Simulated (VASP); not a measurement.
Write the native input for VASP 6.6.1 that does the following.

- Task: relaxation of shape and atoms at fixed volume
- Functional: PBE
- Dispersion: D3(BJ)
- Potentials or basis: VASP PAW PBE potentials, release 64 (C)
- Cutoff: 600 eV
- k mesh: 12 × 12 × 12
- Occupations: gaussian, width 0.02 eV
- Spin: no spin polarisation
- Dipole correction: no
- Further INCAR settings: ALGO = Normal; EDIFF = 1e-06; IBRION = 2; EDIFFG = -0.01; NSW = 50; ISIF = 4

The structure of C lies in POSCAR:

```
C
1.0
    1.2200741563      0.7044101426      3.3147251759
   -1.2200741563      0.7044101426      3.3147251759
    0.0000000000     -1.4088202852      3.3147251759
C
2
Direct
    0.8334134691      0.8334134691      0.8334134691
    0.1665865309      0.1665865309      0.1665865309
```

This cell differs from its parent crystal: volume scaled by 0.97.

These files were run (other wordings do the same):

INCAR

```
SYSTEM = C
ALGO = Normal
EDIFF = 1E-6
EDIFFG = -0.01
ENCUT = 600
GGA = PE
IBRION = 2
ISIF = 4
ISMEAR = 0
IVDW = 12
LASPH = .TRUE.
LCHARG = .FALSE.
LREAL = .FALSE.
LWAVE = .FALSE.
NELM = 80
NSW = 50
PREC = Accurate
SIGMA = 0.02
```

KPOINTS

```
k-points
0
G
  12 12 12
  0 0 0
```

Potentials or basis: VASP PAW PBE potentials, release 64 (C).

The run is started by

```bash
$ cat potpaw_PBE.64/C/POTCAR > POTCAR
$ mpirun -np 1 vasp_std > vasp.out
```

Results of the run:

* Energy gained by relaxing: 7.3 meV/atom
* Ionic steps: 3
* Pressure after relaxing: 1.0 GPa
* Largest force after relaxing: 0.006 eV/Å
* Band gap on the k mesh: 0.78 eV, direct
* Dispersion energy per atom: -0.162 eV

Wall time 60 s on 1 thread of Intel(R) Xeon(R) 6975P-C (Granite Rapids), with other jobs on the host, peak memory 0.19 GiB.
